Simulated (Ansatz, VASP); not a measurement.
**Ir in VASP and in Ansatz**

Contents of POSCAR:

```
Ir
1.0
    0.0000000000      1.9156000000      1.9156000000
    1.9156000000      0.0000000000      1.9156000000
    1.9156000000      1.9156000000      0.0000000000
Ir
1
Direct
    0.0000000000      0.0000000000      0.0000000000
```

The input INCAR.step1:

```
SYSTEM = Ir
PREC = Accurate ; ENCUT = 550
ISMEAR = 1 ; SIGMA = 0.05
LREAL = .FALSE. ; LASPH = .TRUE.
NELM = 120 ; NBANDS = 10
GGA = PE ; ALGO = Normal
EDIFF = 1E-5 ; LWAVE = .TRUE.
LCHARG = .FALSE. ; GGA_COMPAT = .FALSE.
```

The input INCAR.step2:

```
SYSTEM = Ir
PREC = Accurate ; ENCUT = 550
EDIFF = 1E-6 ; ISMEAR = 1
SIGMA = 0.05 ; LREAL = .FALSE.
LASPH = .TRUE. ; NELM = 120
ALGO = Normal ; ISIF = 2
LWAVE = .FALSE. ; LCHARG = .TRUE.
METAGGA = R2SCAN ; LMIXTAU = .TRUE.
LELF = .TRUE. ; LVHAR = .TRUE.
NBANDS = 10 ; ISTART = 1
GGA_COMPAT = .FALSE.
```

The input KPOINTS:

```
Automatic mesh
0
G
  12 12 12
  0 0 0
```

Input for Ansatz:

```yaml
crystal:
  lattice:
    - [0.0, 1.9156, 1.9156]
    - [1.9156, 0.0, 1.9156]
    - [1.9156, 1.9156, 0.0]
  atoms:
    - { symbol: Ir, position: [0.0, 0.0, 0.0] }
basis:
  ecutwfc: 550.0
kpoints:
  mp_grid:
    grid: [12, 12, 12]
    shift: [0.0, 0.0, 0.0]
hamiltonian:
  xc: r2scan
scf:
  occupations:
    method: cold
    width: 0.05
output:
  forces: true
  stress: true
```

Alike in both runs: task single point; functional r2SCAN; k mesh 12 × 12 × 12; no spin polarisation.

```csv
,VASP,Ansatz
version,VASP 6.6.1,Ansatz 0.2.0
potentials or method,"VASP PAW PBE potentials, release 64 (Ir), cutoff 550 eV","plane waves, PAW"
occupations,"methfessel-paxton of order 1, width 0.05 eV","cold, width 0.05 eV"
valence electrons in the cell,9,17
```

```tsv
	VASP	Ansatz	Ansatz less VASP
pressure (GPa)	6.2	3.5	-2.67
```

VASP's potentials were made for PBE, not for r2SCAN. VASP's potentials hold 9 valence electrons a cell and Ansatz's 17, so a difference there can come from the potentials and not from the codes.

Spin-orbit coupling is off throughout.
